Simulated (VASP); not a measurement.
# Pd (Fm-3m) in VASP: further runs

The runs below take Pd through single point, with PBE, LDA.

Program: VASP 6.6.1. These are calculated values, not measurements. Logs are shortened: lines on timing, memory, paths and dates and some standing lists are left out, and cuts for length are marked.

## 1. The cell of the first run

The structure is cubic, space group Fm-3m (No. 225). The conventional cell has a = 3.893 Å, b = 3.893 Å, c = 3.893 Å, α = 90.00°, β = 90.00°, γ = 90.00°. Within 3.6 Å of Pd (site symmetry m-3m) lie 12 Pd at 2.75 Å.

## 2. Single point, PBE, non-collinear spin, zero start, spin-orbit coupling

Input file INCAR:

```
SYSTEM = Pd
  PREC = Accurate
  ENCUT = 520
  EDIFF = 1E-7
  ISMEAR = -1
  SIGMA = 0.05
  LREAL = .False.
  LASPH = .True.
  NELM = 150
  ALGO = Normal
  ISIF = 2
  LWAVE = .False.
  LCHARG = .False.
  MAGMOM = 0 0 0
  LORBIT = 11
  LSORBIT = .True.
  GGA_COMPAT = .False.
  LORBMOM = .True.
  LMAXMIX = 4
  GGA = PE
  NBANDS = 21
```

Input file KPOINTS:

```
regular mesh
0
Gamma
  9 9 9
  0 0 0
```

Input file POSCAR:

```
Pd
1.0
    0.0000000000      1.9465000000      1.9465000000
    1.9465000000      0.0000000000      1.9465000000
    1.9465000000      1.9465000000      0.0000000000
Pd
1
Direct
    0.0000000000      0.0000000000      0.0000000000
```

Potentials or basis: VASP PAW PBE potentials, release 64 (Pd).

Started as:

```
> cat potpaw_PBE.64/Pd/POTCAR > POTCAR
> mpirun -np 1 vasp_ncl > vasp.out
```

OUTCAR:

```text
SYSTEM = Pd
   PREC = Accurate
   ENCUT = 520
   EDIFF = 1E-7
   ISMEAR = -1
   LREAL = .False.
   LASPH = .True.
   NELM = 150
   ISIF = 2
   LORBIT = 11
   LSORBIT = .True.
   GGA = PE

 ion  position               nearest neighbor table
   1  0.000  0.000  0.000-

  LATTYP: Found a face centered cubic cell.
 ALAT       =     3.8930000000

  Lattice vectors:

 A1 = (   0.0000000000,   1.9465000000,   1.9465000000)
 A2 = (   1.9465000000,   0.0000000000,   1.9465000000)
 A3 = (   1.9465000000,   1.9465000000,   0.0000000000)

Analysis of symmetry for initial positions (statically):
[... 25 lines left out ...]
The dynamic configuration has the point symmetry O_h .

Analysis of structural, dynamic, and magnetic symmetry:
=====================================================================
 Subroutine PRICEL returns:
[... 7 lines left out ...]
 out of a pool of 48 trial point group operations.

The overall configuration has the point symmetry O_h .

 Subroutine INISYM returns: Found 48 space group operations
[... 5 lines left out ...]
                                     Primitive cell

  volume of cell :      14.7500

  direct lattice vectors                    reciprocal lattice vectors
     0.000000000  1.946500000  1.946500000    -0.256871307  0.256871307  0.256871307
     1.946500000  0.000000000  1.946500000     0.256871307 -0.256871307  0.256871307
     1.946500000  1.946500000  0.000000000     0.256871307  0.256871307 -0.256871307

  length of vectors
     2.752766699  2.752766699  2.752766699     0.444914156  0.444914156  0.444914156

  position of ions in fractional coordinates (direct lattice)
     0.000000000  0.000000000  0.000000000

  ion indices of the primitive-cell ions
   primitive index   ion index
                 1           1

----------------------------------------------------------------------------------------

 KPOINTS: regular mesh

Automatic generation of k-mesh.
 Grid dimensions read from file:
 generate k-points for:    9    9    9

 Generating k-lattice:

  Cartesian coordinates                     Fractional coordinates (reciprocal lattice)
    -0.028541256  0.028541256  0.028541256     0.111111111  0.000000000  0.000000000
     0.028541256 -0.028541256  0.028541256     0.000000000  0.111111111  0.000000000
     0.028541256  0.028541256 -0.028541256     0.000000000  0.000000000  0.111111111

  Length of vectors
     0.049434906  0.049434906  0.049434906

  Shift w.r.t. Gamma in fractional coordinates (k-lattice)
     0.000000000  0.000000000  0.000000000

 Subroutine IBZKPT returns following result:
 ===========================================

 Found     35 irreducible k-points:

 Following reciprocal coordinates:
            Coordinates               Weight
  0.000000  0.000000  0.000000      1.000000
  0.111111  0.000000  0.000000      8.000000
  0.222222  0.000000  0.000000      8.000000
  0.333333  0.000000  0.000000      8.000000
  0.444444  0.000000  0.000000      8.000000
  0.111111  0.111111  0.000000      6.000000
[... 16 lines left out ...]
 -0.333333  0.333333  0.000000     12.000000
  0.444444  0.444444  0.000000      6.000000
 [... further k-points ...]
   k-points           NKPTS =     35   k-points in BZ     NKDIM =     35   number of bands    NBANDS=     21
   number of dos      NEDOS =    301   number of ions     NIONS =      1
   total plane-waves  NPLWV =   8000
   dimension x,y,z NGX =    20 NGY =   20 NGZ =   20
   dimension x,y,z NGXF=    40 NGYF=   40 NGZF=   40
   ions per type =               1
   NGX,Y,Z   is equivalent  to a cutoff of  12.08, 12.08, 12.08 a.u.
   NGXF,Y,Z  is equivalent  to a cutoff of  24.16, 24.16, 24.16 a.u.
 SYSTEM =  Pd
   PREC   = accura    normal or accurate (medium, high low for compatibility)
   ISTART =      0    job   : 0-new  1-cont  2-samecut
   ICHARG =      2    charge: 1-file 2-atom 10-const
   ISPIN  =      1    spin polarized calculation?
   LNONCOLLINEAR =      T non collinear calculations
   LSORBIT =      T    spin-orbit coupling
   LASPH  =      T    aspherical Exc in radial PAW
   ENCUT  =  520.0 eV  38.22 Ry    6.18 a.u.   5.12  5.12  5.12*2*pi/ulx,y,z
   NELM   =    150;   NELMIN=  2; NELMDL= -5     # of ELM steps
   EDIFF  = 0.1E-06   stopping-criterion for ELM
   LREAL  =      F    real-space projection
   EDIFFG = 0.1E-05   stopping-criterion for IOM
   NSW    =      0    number of steps for IOM
   IBRION =     -1    ionic relax: 0-MD 1-quasi-New 2-CG
   NFREE  =      0    steps in history (QN), initial steepest desc. (CG)
   ISIF   =      2    stress and relaxation
   ISYM   =      2    0-nonsym 1-usesym 2-fastsym
   POTIM  = 0.5000    time-step for ionic-motion
   TEBEG  =    0.0;   TEEND  =   0.0 temperature during run
   PSTRESS=    0.0 pullay stress
   NELECT =      10.0000    total number of electrons
   NUPDOWN=      -1.0000    fix difference up-down
   EMIN   =  10.00;   EMAX   =-10.00  energy-range for DOS
   EFERMI =   0.00;   METHOD = LEGACY
   ISMEAR =    -1;   SIGMA  =   0.05  broadening in eV -4-tet -1-fermi 0-gaus
   EFERMI_NEDOS =   21; number of points for ismear=-14 and -15
   IALGO  =     38    algorithm
   IMIX   =      4    mixing-type and parameters
     AMIX     =   0.40;   BMIX     =  1.00
     AMIX_MAG =   1.60;   BMIX_MAG =  1.00
  volume/ion in A,a.u.               =      14.75        99.54
  Fermi-wavevector in a.u.,A,eV,Ry     =   1.438171  2.717748 28.141404  2.068335
  Thomas-Fermi vector in A             =   2.557167
   LORBIT       =     11    0 simple, 1 ext, 2 COOP (PROOUT), +10 PAW based schemes
   GGA     = PE    functional components
   LHFCALC =     F    Hartree Fock is set to
   AEXX    =    0.0000 exact exchange contribution
   IVDW    =     0    specifies the selected vdW correction
   LEPSILON=     F    determine dielectric tensor
   LRPA    =     F    only Hartree local field effects (RPA)
  energy-cutoff  :      520.00
  volume of cell :       14.75
 maximum number of plane-waves:       822
   NGX = 11   NGY = 11   NGZ = 11

 number of electron      10.0000000 magnetization       0.0000000      0.0000000      0.0000000

 number of electron       9.9999999 magnetization       0.0000000     -0.0000000     -0.0000000

 number of electron       9.9999999 magnetization      -0.0000000      0.0000000      0.0000000

 number of electron       9.9999999 magnetization      -0.0000000     -0.0000000     -0.0000000

 Free energy of the ion-electron system (eV)
  ---------------------------------------------------
  ext. energy  EPLUGINS =         0.00000000
  ---------------------------------------------------
  free energy    TOTEN  =        -5.26157746 eV

  energy without entropy =       -5.24327912  energy(sigma->0) =       -5.25242829

 E-fermi :   9.7466     XC(G=0): -13.1902

 val. band max:        9.7224402735   @ k =   0.4444   0.1111   0.0000
 cond. band min:       9.7575507893   @ k =   0.4444   0.0000   0.0000
 fundamental gap:      0.0351105158
 Fermi energy:         9.7465868008

 k-point     1 :       0.0000    0.0000    0.0000
  band No.  band energies     occupation
      1       2.6432      1.00000
      2       2.6432      1.00000
      3       6.7939      1.00000
      4       6.7939      1.00000
      5       6.7939      1.00000
      6       6.7939      1.00000
[... 13 lines left out ...]
     20      31.8280      0.00000
     21      35.9279      0.00000

 k-point     2 :       0.1111    0.0000    0.0000
  band No.  band energies     occupation
      1       3.0802      1.00000
      2       3.0802      1.00000
      3       6.7203      1.00000
      4       6.7203      1.00000
      5       6.9065      1.00000
      6       6.9065      1.00000
[... 13 lines left out ...]
     20      32.3202      0.00000
     21      36.0059      0.00000
[... 487 lines left out ...]
      5       7.0910      1.00000
      6       7.0910      1.00000
[... 13 lines left out ...]
     20      29.6098      0.00000
     21      36.0114      0.00000

 k-point    24 :       0.4444    0.4444    0.0000
  band No.  band energies     occupation
      1       4.4394      1.00000
      2       4.4394      1.00000
      3       4.7057      1.00000
      4       4.7057      1.00000
      5       9.6057      0.94360
      6       9.6057      0.94360
[... 13 lines left out ...]
     20      31.2963      0.00000
     21      31.3382      0.00000

 [... further k-points ...]
[... 5 lines left out ...]
  --------------------------------------------------------------------------------------
  -------------------------------------------------------------------------------------
  Total        0.6041006      0.6041006      0.6041006      0.0000000     -0.0000000     -0.0000000
  in kB       65.6185457     65.6185457     65.6185457      0.0000000     -0.0000000     -0.0000000
  external PRESSURE =      65.6185457 kB  Pullay stress =       0.0000000 kB

 VOLUME and BASIS-vectors are now :
 -----------------------------------------------------------------------------
  energy-cutoff  :      520.00
  volume of cell :       14.75
      direct lattice vectors                 reciprocal lattice vectors
     0.000000000  1.946500000  1.946500000    -0.256871307  0.256871307  0.256871307
     1.946500000  0.000000000  1.946500000     0.256871307 -0.256871307  0.256871307
     1.946500000  1.946500000  0.000000000     0.256871307  0.256871307 -0.256871307

 POSITION                                       TOTAL-FORCE (eV/Angst)
 -----------------------------------------------------------------------------------
      0.00000      0.00000      0.00000        -0.000000     -0.000000     -0.000000
 -----------------------------------------------------------------------------------
    total drift:                                0.000000      0.000000      0.000000

  FREE ENERGIE OF THE ION-ELECTRON SYSTEM (eV)
  ---------------------------------------------------
  free  energy   TOTEN  =        -5.2615774610 eV

  energy  without entropy=       -5.2432791187  energy(sigma->0) =       -5.25242829

 orbital moment (x)

 # of ion     p       d       tot
 ----------------------------------------
  1         0.000   0.000   0.000
 ----------------------------------------
            0.000   0.000   0.000

 orbital moment (y)

 # of ion     p       d       tot
 ----------------------------------------
  1         0.000  -0.000  -0.000
 ----------------------------------------
            0.000  -0.000  -0.000

 orbital moment (z)

 # of ion     p       d       tot
 ----------------------------------------
  1         0.000  -0.000  -0.000
 ----------------------------------------
            0.000  -0.000  -0.000

 Spin-Orbit-Coupling matrix elements

 Ion:    1  E_soc:     -0.0822631
 l=   1
     0.0000000    -0.0024567    -0.0024567
    -0.0024567     0.0000000    -0.0024567
    -0.0024567    -0.0024567     0.0000000
 l=   2
     0.0000000    -0.0022280     0.0000000    -0.0022280    -0.0090258
    -0.0022280     0.0000000    -0.0067693    -0.0022280    -0.0022564
     0.0000000    -0.0067693     0.0000000    -0.0067693     0.0000000
    -0.0022280    -0.0022280    -0.0067693     0.0000000    -0.0022564
    -0.0090258    -0.0022564     0.0000000    -0.0022564     0.0000000
 l=   3
     0.0000000     0.0000000     0.0000000     0.0000000     0.0000000     0.0000000     0.0000000
     0.0000000     0.0000000     0.0000000     0.0000000     0.0000000     0.0000000     0.0000000
     0.0000000     0.0000000     0.0000000     0.0000000     0.0000000     0.0000000     0.0000000
     0.0000000     0.0000000     0.0000000     0.0000000     0.0000000     0.0000000     0.0000000
     0.0000000     0.0000000     0.0000000     0.0000000     0.0000000     0.0000000     0.0000000
     0.0000000     0.0000000     0.0000000     0.0000000     0.0000000     0.0000000     0.0000000
     0.0000000     0.0000000     0.0000000     0.0000000     0.0000000     0.0000000     0.0000000

 total charge

# of ion       s       p       d       tot
------------------------------------------
    1        0.498   0.482   8.458   9.439

 magnetization (x)

# of ion       s       p       d       tot
------------------------------------------
    1       -0.000  -0.000  -0.000  -0.000

 magnetization (y)

# of ion       s       p       d       tot
------------------------------------------
    1        0.000  -0.000  -0.000  -0.000

 magnetization (z)

# of ion       s       p       d       tot
------------------------------------------
    1        0.000  -0.000  -0.000  -0.000
```

Wall time 13 s (1 thread of Intel Xeon Platinum 8559C (Emerald Rapids), shared host); peak memory 0.16 GiB.

Results:

* Free energy: -5.2616 eV
* Pressure: 6.6 GPa
* Net moment: 0.00 μB per cell
* Valence electrons inside the program's atomic spheres: Pd 9.44

Moments on the atoms (μB; x, y, z):
```
Pd  0.00 0.00 0.00
```

## 3. Single point, LDA

Input file INCAR:

```
  PREC = Accurate
  ENCUT = 520
  EDIFF = 1E-6
  ISMEAR = -1
  SIGMA = 0.05
  LREAL = F
  LASPH = T
  NELM = 100
  ALGO = Fast
  ISIF = 2
  LWAVE = F
  LCHARG = F
  GGA = CA
  NBANDS = 11
```

Input file KPOINTS:

```
regular mesh
0
Gamma
  12 12 12
```

POSCAR is that of step 2.

Potentials or basis: VASP PAW LDA potentials, release 64 (Pd).

Started as:

```
> cat potpaw_LDA.64/Pd/POTCAR > POTCAR
> mpirun -np 1 vasp_std > vasp.out
```

OUTCAR:

```text
PREC = Accurate
   ENCUT = 520
   EDIFF = 1E-6
   ISMEAR = -1
   LREAL = F
   LASPH = T
   NELM = 100
   ISIF = 2
   GGA = CA

 ion  position               nearest neighbor table
   1  0.000  0.000  0.000-

  LATTYP: Found a face centered cubic cell.
 ALAT       =     3.8930000000

  Lattice vectors:

 A1 = (   0.0000000000,   1.9465000000,   1.9465000000)
 A2 = (   1.9465000000,   0.0000000000,   1.9465000000)
 A3 = (   1.9465000000,   1.9465000000,   0.0000000000)

Analysis of symmetry for initial positions (statically):
[... 33 lines left out ...]
                                     Primitive cell

  volume of cell :      14.7500

  direct lattice vectors                    reciprocal lattice vectors
     0.000000000  1.946500000  1.946500000    -0.256871307  0.256871307  0.256871307
     1.946500000  0.000000000  1.946500000     0.256871307 -0.256871307  0.256871307
     1.946500000  1.946500000  0.000000000     0.256871307  0.256871307 -0.256871307

  length of vectors
     2.752766699  2.752766699  2.752766699     0.444914156  0.444914156  0.444914156

  position of ions in fractional coordinates (direct lattice)
     0.000000000  0.000000000  0.000000000

  ion indices of the primitive-cell ions
[... 123 lines left out ...]

 E-fermi :   9.5597     XC(G=0): -13.5192

 val. band max:        9.5590363388   @ k =   0.5000   0.0000   0.0000
 cond. band min:       9.5601927686   @ k =   0.4167   0.4167   0.0000
 fundamental gap:      0.0011564299
 Fermi energy:         9.5597275204

 k-point     1 :       0.0000    0.0000    0.0000
  band No.  band energies     occupation
      1       2.3548      2.00000
      2       6.7075      2.00000
      3       6.7075      2.00000
      4       6.7075      2.00000
      5       8.3545      2.00000
      6       8.3545      2.00000
      7      26.7253      0.00000
      8      31.4440      0.00000
      9      31.4440      0.00000
     10      31.4440      0.00000
     11      36.8209      0.00000
[... 309 lines left out ...]
 k-point    24 :      -0.4167    0.1667    0.0000
  band No.  band energies     occupation
      1       4.8424      2.00000
      2       6.2434      2.00000
      3       7.2146      2.00000
      4       7.6242      2.00000
      5       9.3284      1.98063
      6      13.1637      0.00000
      7      17.0981      0.00000
      8      25.3684      0.00000
      9      28.3609      0.00000
     10      29.3363      0.00000
     11      36.1592      0.00000

 [... further k-points ...]
[... 5 lines left out ...]
  --------------------------------------------------------------------------------------
  -------------------------------------------------------------------------------------
  Total       -0.7761686     -0.7761686     -0.7761686     -0.0000000     -0.0000000      0.0000000
  in kB      -84.3089016    -84.3089016    -84.3089016     -0.0000000     -0.0000000      0.0000000
  external PRESSURE =     -84.3089016 kB  Pullay stress =       0.0000000 kB

 VOLUME and BASIS-vectors are now :
 -----------------------------------------------------------------------------
  energy-cutoff  :      520.00
  volume of cell :       14.75
      direct lattice vectors                 reciprocal lattice vectors
     0.000000000  1.946500000  1.946500000    -0.256871307  0.256871307  0.256871307
     1.946500000  0.000000000  1.946500000     0.256871307 -0.256871307  0.256871307
     1.946500000  1.946500000  0.000000000     0.256871307  0.256871307 -0.256871307

 POSITION                                       TOTAL-FORCE (eV/Angst)
 -----------------------------------------------------------------------------------
      0.00000      0.00000      0.00000         0.000000      0.000000      0.000000
 -----------------------------------------------------------------------------------
    total drift:                                0.000000      0.000000      0.000000

  FREE ENERGIE OF THE ION-ELECTRON SYSTEM (eV)
  ---------------------------------------------------
  free  energy   TOTEN  =        -6.4936041218 eV

  energy  without entropy=       -6.4739818472  energy(sigma->0) =       -6.48379298
```

OSZICAR:

```text
N       E                     dE             d eps       ncg     rms          rms(c)
DAV:   1     0.404451342748E+02    0.40445E+02   -0.51061E+03  1592   0.849E+02
DAV:   2    -0.630871781927E+01   -0.46754E+02   -0.45228E+02  1737   0.180E+02
DAV:   3    -0.683906617908E+01   -0.53035E+00   -0.52941E+00  1913   0.211E+01
DAV:   4    -0.684113890916E+01   -0.20727E-02   -0.20725E-02  1921   0.137E+00
DAV:   5    -0.684115916943E+01   -0.20260E-04   -0.20261E-04  2065   0.123E-01    0.813E+00
RMM:   6    -0.651186276457E+01    0.32930E+00   -0.45637E-01  1665   0.616E+00    0.377E+00
RMM:   7    -0.649862100246E+01    0.13242E-01   -0.81955E-03  1891   0.101E+00    0.200E+00
RMM:   8    -0.649359602960E+01    0.50250E-02   -0.15314E-03  1891   0.409E-01    0.106E-01
RMM:   9    -0.649359659920E+01   -0.56960E-06   -0.18803E-04  2080   0.105E-01    0.259E-02
RMM:  10    -0.649360243539E+01   -0.58362E-05   -0.45375E-05  2062   0.450E-02    0.183E-02
RMM:  11    -0.649360515660E+01   -0.27212E-05   -0.81656E-06  1892   0.206E-02    0.146E-02
RMM:  12    -0.649360402541E+01    0.11312E-05   -0.44993E-06  1740   0.180E-02    0.125E-03
RMM:  13    -0.649360412184E+01   -0.96425E-07   -0.94750E-07  1322   0.580E-03
   1 F= -.64936041E+01 E0= -.64837930E+01  d E =-.196223E-01
```

It took 6.7 s on 1 thread of Intel Xeon Platinum 8488C (Sapphire Rapids), shared host; peak memory 0.12 GiB.

What came out:

- Free energy: -6.4936 eV
- Pressure: -8.4 GPa
- Band gap on the k mesh: zero (band 5 reaches 9.87 eV, above the bottom of band 6 at 8.29 eV)

## 4. Single point, PBE

Input file INCAR:

```
ALGO = Normal
EDIFF = 1E-6
ENCUT = 520
GGA = PE
ISIF = 2
ISMEAR = -1
LASPH = T
LCHARG = F
LREAL = F
LWAVE = F
NBANDS = 11
NELM = 100
PREC = Accurate
SIGMA = 0.03
```

Input file KPOINTS:

```
k-points
0
Gamma
  8 8 8
```

POSCAR is that of step 3.

Potentials or basis: VASP PAW PBE potentials, release 64 (Pd).

Started as:

```
> cat potpaw_PBE.64/Pd/POTCAR > POTCAR
> mpirun -np 1 vasp_std > vasp.out
```

It took 4.2 s on 1 thread of AMD EPYC 7R43 (Zen 3), shared host; peak memory 0.09 GiB.

The run converged. Its results:

| Item | Value |
| --- | --- |
| Free energy | -5.1874 eV |
| Pressure | 7.6 GPa |
| Band gap on the k mesh | zero (band 5 reaches 10.12 eV, above the bottom of band 6 at 8.52 eV) |

Levels at points of the mesh, in eV from the Fermi level:
```tsv
k point	band 3	band 4	band 5	band 6	band 7	band 8
(0.00, 0.00, 0.00)	-2.90	-2.90	-1.29	-1.29	17.09	21.86
(0.50, 0.00, 0.00)	-2.96	-0.08	-0.08	0.91	7.25	16.44
(0.50, 0.50, 0.00)	-0.12	0.23	0.23	3.25	10.69	13.11
```

## 5. Summary

| level | potentials or basis | spin | k mesh | smearing | gap on the mesh (eV) | pressure (GPa) |
| --- | --- | --- | --- | --- | --- | --- |
| PBE | VASP PAW PBE potentials, release 64 (Pd) | non-collinear, zero start, SOC | 9 × 9 × 9 | fermi-dirac 0.05 eV | - | 6.6 |
| LDA | VASP PAW LDA potentials, release 64 (Pd) | off | 12 × 12 × 12 | fermi-dirac 0.05 eV | none | -8.4 |
| PBE | VASP PAW PBE potentials, release 64 (Pd) | off | 8 × 8 × 8 | fermi-dirac 0.03 eV | none | 7.6 |

Alike in all rows: task single point; cell as given; cutoff (eV) 520.

Absolute energies hang on the potentials; compare differences alone.
